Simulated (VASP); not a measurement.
A run of VASP 6.6.1:

INCAR

```
PREC = Accurate
ENCUT = 520
EDIFF = 1E-6
ISMEAR = -1
SIGMA = 0.02
LREAL = F
LASPH = T
NELM = 60
ALGO = Normal
ISIF = 2
LWAVE = F
LCHARG = F
GGA = PE
NBANDS = 28
```

Contents of KPOINTS:

```
Automatic mesh
0
Gamma
  4 4 4
```

Contents of POSCAR:

```
KSrBr3
1.0
    5.9380462104      0.0000000000      0.0000000000
    0.0000000000      5.9380462104      0.0000000000
    0.0000000000      0.0000000000      5.7895950551
K Sr Br
1 1 3
Direct
    0.0000000000      0.0000000000      0.0000000000
    0.5000000000      0.5000000000      0.5000000000
    0.5000000000      0.5000000000      0.0000000000
    0.5000000000      0.0000000000      0.5000000000
    0.0000000000      0.5000000000      0.5000000000
```

Potentials or basis: VASP PAW PBE potentials, release 64 (K_sv, Sr_sv, Br).

Run with:

```bash
$ cat potpaw_PBE.64/K_sv/POTCAR potpaw_PBE.64/Sr_sv/POTCAR potpaw_PBE.64/Br/POTCAR > POTCAR
$ mpirun -np 1 vasp_std > vasp.out
```

Hardware: 1 thread of Intel(R) Xeon(R) Platinum 8259CL CPU @ 2.50GHz (Skylake/Cascade Lake), with other jobs on the host.

**Question.** Estimate the wall time of this run.

**Answer.** It took 94 s on 1 thread of Intel(R) Xeon(R) Platinum 8259CL CPU @ 2.50GHz (Skylake/Cascade Lake), on a shared host, peak memory 0.38 GiB. Counts: scf iterations 14, k points 18.
